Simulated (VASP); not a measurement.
# SnO2 (Pnnm) in VASP: a series of runs

Runs on SnO2. Level: LDA. Tasks: single point.

Program: VASP 6.6.1. These are calculated values, not measurements. Logs are shortened: lines on timing, memory, paths and dates and some standing lists are left out, and cuts for length are marked.

### Step 1. The cell of the first run

It takes space group Pnnm (No. 58, orthorhombic). The conventional cell has a = 4.238 Å, b = 4.782 Å, c = 3.230 Å, α = 90.00°, β = 90.00°, γ = 90.00°. Within 2.6 Å of Sn (site symmetry 2/m) lie 6 O at 1.97 to 2.04 Å. Within 2.6 Å of O (site symmetry m) lie 3 Sn at 1.97 to 2.04 Å and 1 O at 2.48 Å.

### Step 2. Single point, LDA

Input file INCAR:

```
SYSTEM = SnO2
PREC     = Accurate       ! precision mode
ENCUT    = 520            ! plane-wave cutoff, eV
EDIFF    = 1E-6           ! SCF threshold, eV
ISMEAR   = 0              ! smearing method
SIGMA    = 0.05           ! smearing width, eV
LREAL    = .False.        ! projectors in reciprocal space
LASPH    = .True.         ! aspherical terms in the spheres
NELM     = 80             ! most SCF steps
ALGO     = Normal         ! electronic algorithm
ISIF     = 2              ! what is computed and relaxed
LWAVE    = .False.        ! write WAVECAR
LCHARG   = .True.         ! write CHGCAR
LELF     = .True.         ! ELF
LVHAR    = .True.       
NBANDS   = 35             ! bands
```

Input file KPOINTS:

```
regular mesh
0
Gamma
  6 6 10
  0 0 0
```

Input file POSCAR:

```
SnO2
1.0
    4.2380199704      0.0000000000      0.0000000000
    0.0000000000      4.7817470571      0.0000000000
    0.0000000000      0.0000000000      3.2301776127
Sn O
2 4
Direct
    0.5000000000      0.5000000000      0.5000000000
    0.0000000000      0.0000000000      0.0000000000
    0.2771687580      0.3318983262      0.0000000000
    0.7771687580      0.1681016738      0.5000000000
    0.2228312420      0.8318983262      0.5000000000
    0.7228312420      0.6681016738      0.0000000000
```

Potentials or basis: VASP PAW LDA potentials, release 64 (Sn_d, O).

Run with:

```console
$ cat potpaw_LDA.64/Sn_d/POTCAR potpaw_LDA.64/O/POTCAR > POTCAR
$ mpirun -np 1 vasp_std > vasp.out
```

OUTCAR:

```text
SYSTEM = SnO2
   PREC = Accurate
   ENCUT = 520
   EDIFF = 1E-6
   ISMEAR = 0
   LREAL = .False.
   LASPH = .True.
   NELM = 80
   ISIF = 2

 ion  position               nearest neighbor table
   1  0.500  0.500  0.500-   4 1.97   5 1.97   3 2.04   6 2.04   3 2.04   6 2.04   2 3.58   2 3.58
                             2 3.58   2 3.58   2 3.58   2 3.58   2 3.58   2 3.58
   2  0.000  0.000  0.000-   3 1.97   6 1.97   5 2.04   4 2.04   4 2.04   5 2.04   1 3.58   1 3.58
                             1 3.58   1 3.58   1 3.58   1 3.58   1 3.58   1 3.58
   3  0.277  0.332  0.000-   2 1.97   1 2.04   1 2.04
   4  0.777  0.168  0.500-   1 1.97   2 2.04   2 2.04
   5  0.223  0.832  0.500-   1 1.97   2 2.04   2 2.04
   6  0.723  0.668  0.000-   2 1.97   1 2.04   1 2.04

  LATTYP: Found a simple orthorhombic cell.
 ALAT       =     3.2301776127
 B/A-ratio  =     1.3120083409
 C/A-ratio  =     1.4803356442

  Lattice vectors:

 A1 = (   0.0000000000,   0.0000000000,   3.2301776127)
 A2 = (   4.2380199704,   0.0000000000,   0.0000000000)
 A3 = (   0.0000000000,   4.7817470571,   0.0000000000)

Analysis of symmetry for initial positions (statically):
=====================================================================
 Subroutine PRICEL returns:
 Original cell was already a primitive cell.

 Routine SETGRP: Setting up the symmetry group for a
 simple orthorhombic supercell.

 Subroutine GETGRP returns: Found  8 space group operations
 (whereof  4 operations were pure point group operations)
 out of a pool of  8 trial point group operations.

The static configuration has the point symmetry C_2h.
 The point group associated with its full space group is D_2h.

Analysis of symmetry for dynamics (positions and initial velocities):
=====================================================================
 Subroutine PRICEL returns:
 Original cell was already a primitive cell.

 Routine SETGRP: Setting up the symmetry group for a
 simple orthorhombic supercell.

 Subroutine GETGRP returns: Found  8 space group operations
 (whereof  4 operations were pure point group operations)
 out of a pool of  8 trial point group operations.

The dynamic configuration has the point symmetry C_2h.
 The point group associated with its full space group is D_2h.

 Subroutine INISYM returns: Found  8 space group operations
 (whereof  4 operations are pure point group operations),
 and found     1 'primitive' translations

----------------------------------------------------------------------------------------

                                     Primitive cell

  volume of cell :      65.4600

  direct lattice vectors                    reciprocal lattice vectors
     4.238019970  0.000000000  0.000000000     0.235959247  0.000000000  0.000000000
     0.000000000  4.781747057  0.000000000     0.000000000  0.209128586  0.000000000
     0.000000000  0.000000000  3.230177613     0.000000000  0.000000000  0.309580500

  length of vectors
     4.238019970  4.781747057  3.230177613     0.235959247  0.209128586  0.309580500

  position of ions in fractional coordinates (direct lattice)
     0.500000000  0.500000000  0.500000000
     0.000000000  0.000000000  0.000000000
     0.277168758  0.331898326  0.000000000
     0.777168758  0.168101674  0.500000000
     0.222831242  0.831898326  0.500000000
     0.722831242  0.668101674  0.000000000

  ion indices of the primitive-cell ions
   primitive index   ion index
                 1           1
                 2           2
                 3           3
                 4           4
                 5           5
                 6           6

----------------------------------------------------------------------------------------

 KPOINTS: regular mesh

Automatic generation of k-mesh.
 Grid dimensions read from file:
 generate k-points for:    6    6   10

 Generating k-lattice:

  Cartesian coordinates                     Fractional coordinates (reciprocal lattice)
     0.039326541  0.000000000  0.000000000     0.166666667  0.000000000  0.000000000
     0.000000000  0.034854764  0.000000000     0.000000000  0.166666667  0.000000000
     0.000000000  0.000000000  0.030958050     0.000000000  0.000000000  0.100000000

  Length of vectors
     0.039326541  0.034854764  0.030958050

  Shift w.r.t. Gamma in fractional coordinates (k-lattice)
     0.000000000  0.000000000  0.000000000

 Subroutine IBZKPT returns following result:
 ===========================================

 Found     96 irreducible k-points:

 Following reciprocal coordinates:
            Coordinates               Weight
  0.000000  0.000000  0.000000      1.000000
  0.166667  0.000000  0.000000      2.000000
  0.333333  0.000000  0.000000      2.000000
  0.500000  0.000000  0.000000      1.000000
  0.000000  0.166667  0.000000      2.000000
  0.166667  0.166667  0.000000      4.000000
[... 16 lines left out ...]
  0.333333  0.166667  0.100000      8.000000
  0.500000  0.166667  0.100000      4.000000
 [... further k-points ...]
   k-points           NKPTS =     96   k-points in BZ     NKDIM =     96   number of bands    NBANDS=     35
   number of dos      NEDOS =    301   number of ions     NIONS =      6
   total plane-waves  NPLWV =  27648
   dimension x,y,z NGX =    32 NGY =   36 NGZ =   24
   dimension x,y,z NGXF=    64 NGYF=   72 NGZF=   48
   ions per type =               2   4
   NGX,Y,Z   is equivalent  to a cutoff of  12.55, 12.52, 12.35 a.u.
   NGXF,Y,Z  is equivalent  to a cutoff of  25.11, 25.03, 24.70 a.u.
 SYSTEM =  SnO2
   PREC   = accura    normal or accurate (medium, high low for compatibility)
   ISTART =      0    job   : 0-new  1-cont  2-samecut
   ICHARG =      2    charge: 1-file 2-atom 10-const
   ISPIN  =      1    spin polarized calculation?
   LNONCOLLINEAR =      F non collinear calculations
   LSORBIT =      F    spin-orbit coupling
   LASPH  =      T    aspherical Exc in radial PAW
   ENCUT  =  520.0 eV  38.22 Ry    6.18 a.u.   7.88  8.89  6.01*2*pi/ulx,y,z
   NELM   =     80;   NELMIN=  2; NELMDL= -5     # of ELM steps
   EDIFF  = 0.1E-05   stopping-criterion for ELM
   LREAL  =      F    real-space projection
   EDIFFG = 0.1E-04   stopping-criterion for IOM
   NSW    =      0    number of steps for IOM
   IBRION =     -1    ionic relax: 0-MD 1-quasi-New 2-CG
   NFREE  =      0    steps in history (QN), initial steepest desc. (CG)
   ISIF   =      2    stress and relaxation
   ISYM   =      2    0-nonsym 1-usesym 2-fastsym
   POTIM  = 0.5000    time-step for ionic-motion
   TEBEG  =    0.0;   TEEND  =   0.0 temperature during run
   PSTRESS=    0.0 pullay stress
   NELECT =      52.0000    total number of electrons
   NUPDOWN=      -1.0000    fix difference up-down
   EMIN   =  10.00;   EMAX   =-10.00  energy-range for DOS
   EFERMI =   0.00;   METHOD = LEGACY
   ISMEAR =     0;   SIGMA  =   0.05  broadening in eV -4-tet -1-fermi 0-gaus
   EFERMI_NEDOS =   21; number of points for ismear=-14 and -15
   IALGO  =     38    algorithm
   IMIX   =      4    mixing-type and parameters
     AMIX     =   0.40;   BMIX     =  1.00
     AMIX_MAG =   1.60;   BMIX_MAG =  1.00
  volume/ion in A,a.u.               =      10.91        73.62
  Fermi-wavevector in a.u.,A,eV,Ry     =   1.516179  2.865164 31.277075  2.298800
  Thomas-Fermi vector in A             =   2.625604
   LORBIT       =      0    0 simple, 1 ext, 2 COOP (PROOUT), +10 PAW based schemes
   GGA     = CA    functional components
   LHFCALC =     F    Hartree Fock is set to
   AEXX    =    0.0000 exact exchange contribution
   IVDW    =     0    specifies the selected vdW correction
   LEPSILON=     F    determine dielectric tensor
   LRPA    =     F    only Hartree local field effects (RPA)
 non-spin polarized calculation
 Gauss-broadening in eV      SIGMA  =   0.05
  energy-cutoff  :      520.00
  volume of cell :       65.46
 maximum number of plane-waves:      1796
 NGX is ok and might be reduce to    32
   NGX = 15   NGY = 17   NGZ = 13

 number of electron      52.0000011 magnetization

 Free energy of the ion-electron system (eV)
  ---------------------------------------------------
  ext. energy  EPLUGINS =         0.00000000
  ---------------------------------------------------
  free energy    TOTEN  =       -41.80137010 eV

  energy without entropy =      -41.80137010  energy(sigma->0) =      -41.80137010

 E-fermi :   6.9423     XC(G=0): -12.3216

 val. band max:        6.6527212779   @ k =   0.0000   0.0000   0.1000
 cond. band min:       8.9093036746   @ k =   0.0000   0.0000   0.0000
 fundamental gap:      2.2565823966
 Fermi energy:         6.9422853418

 k-point     1 :       0.0000    0.0000    0.0000
  band No.  band energies     occupation
      1     -14.1160      2.00000
      2     -13.1328      2.00000
      3     -12.9000      2.00000
      4     -12.8142      2.00000
      5     -12.7963      2.00000
      6     -12.7946      2.00000
[... 27 lines left out ...]
     34      20.0804      0.00000
     35      20.1056      0.00000

 k-point     2 :       0.1667    0.0000    0.0000
  band No.  band energies     occupation
      1     -14.0648      2.00000
      2     -13.1551      2.00000
      3     -12.9598      2.00000
      4     -12.8189      2.00000
      5     -12.7929      2.00000
      6     -12.7922      2.00000
[... 27 lines left out ...]
     34      20.2216      0.00000
     35      20.5282      0.00000

 k-point     3 :       0.3333    0.0000    0.0000
  band No.  band energies     occupation
      1     -13.9137      2.00000
      2     -13.3807      2.00000
      3     -12.9327      2.00000
      4     -12.8356      2.00000
      5     -12.7867      2.00000
      6     -12.7861      2.00000
[... 27 lines left out ...]
     34      20.5743      0.00000
     35      20.7008      0.00000

 k-point     4 :       0.5000    0.0000    0.0000
  band No.  band energies     occupation
      1     -13.6739      2.00000
      2     -13.6739      2.00000
      3     -12.8721      2.00000
      4     -12.8721      2.00000
      5     -12.7833      2.00000
      6     -12.7833      2.00000
[... 27 lines left out ...]
     34      19.5180      0.00000
     35      21.1615      0.00000

 k-point     5 :       0.0000    0.1667    0.0000
  band No.  band energies     occupation
      1     -14.0606      2.00000
      2     -13.1565      2.00000
      3     -12.9437      2.00000
      4     -12.8178      2.00000
      5     -12.7926      2.00000
      6     -12.7912      2.00000
[... 638 lines left out ...]
 k-point    22 :       0.1667    0.1667    0.1000
  band No.  band energies     occupation
      1     -13.9812      2.00000
      2     -13.2159      2.00000
      3     -13.0057      2.00000
      4     -12.9034      2.00000
      5     -12.7973      2.00000
      6     -12.7596      2.00000
[... 27 lines left out ...]
     34      19.8957      0.00000
     35      20.1636      0.00000

 k-point    23 :       0.3333    0.1667    0.1000
  band No.  band energies     occupation
      1     -13.8742      2.00000
      2     -13.4535      2.00000
      3     -12.9726      2.00000
      4     -12.9166      2.00000
      5     -12.7761      2.00000
      6     -12.7444      2.00000
[... 27 lines left out ...]
     34      19.9135      0.00000
     35      20.3624      0.00000

 k-point    24 :       0.5000    0.1667    0.1000
  band No.  band energies     occupation
      1     -13.6923      2.00000
      2     -13.6923      2.00000
      3     -12.9407      2.00000
      4     -12.9407      2.00000
      5     -12.7545      2.00000
      6     -12.7545      2.00000
[... 27 lines left out ...]
     34      19.4473      0.00000
     35      21.0152      0.00000

 [... further k-points ...]
[... 5 lines left out ...]
  --------------------------------------------------------------------------------------
  -------------------------------------------------------------------------------------
  Total        9.6045680      7.4554417      4.2893658     -0.0000000      0.0000000      0.0000000
  in kB      235.0782335    182.4769265    104.9850998     -0.0000000      0.0000000      0.0000000
  external PRESSURE =     174.1800866 kB  Pullay stress =       0.0000000 kB

 VOLUME and BASIS-vectors are now :
 -----------------------------------------------------------------------------
  energy-cutoff  :      520.00
  volume of cell :       65.46
      direct lattice vectors                 reciprocal lattice vectors
     4.238019970  0.000000000  0.000000000     0.235959247  0.000000000  0.000000000
     0.000000000  4.781747057  0.000000000     0.000000000  0.209128586  0.000000000
     0.000000000  0.000000000  3.230177613     0.000000000  0.000000000  0.309580500

 POSITION                                       TOTAL-FORCE (eV/Angst)
 -----------------------------------------------------------------------------------
      2.11901      2.39087      1.61509         0.000000      0.000000      0.000000
      0.00000      0.00000      0.00000         0.000000      0.000000      0.000000
      1.17465      1.58705      0.00000        -0.011214      0.006441     -0.000000
      3.29366      0.80382      1.61509        -0.011214     -0.006441      0.000000
      0.94436      3.97793      1.61509         0.011214      0.006441      0.000000
      3.06337      3.19469      0.00000         0.011214     -0.006441      0.000000
 -----------------------------------------------------------------------------------
    total drift:                                0.000000     -0.000000     -0.000000

  FREE ENERGIE OF THE ION-ELECTRON SYSTEM (eV)
  ---------------------------------------------------
  free  energy   TOTEN  =       -41.8013701049 eV

  energy  without entropy=      -41.8013701049  energy(sigma->0) =      -41.80137010
```

Wall time 2 min (1 thread of Intel Xeon 6975P-C, shared host); peak memory 0.27 GiB.

Results:

```
Free energy            : -41.8014 eV
Pressure               : 17.4 GPa
Largest force          : 0.013 eV/Å
Band gap on the k mesh : 2.26 eV, indirect (least direct gap 2.26 eV)
```

Forces on the atoms (eV/Å):
```
Sn   0.000  0.000  0.000
Sn   0.000  0.000  0.000
O   -0.011  0.006  0.000
O   -0.011 -0.006  0.000
O    0.011  0.006  0.000
O    0.011 -0.006  0.000
```

Caveat: spin-orbit coupling is left out, which moves the levels of the heavy elements.

[end of part 1 of 2]
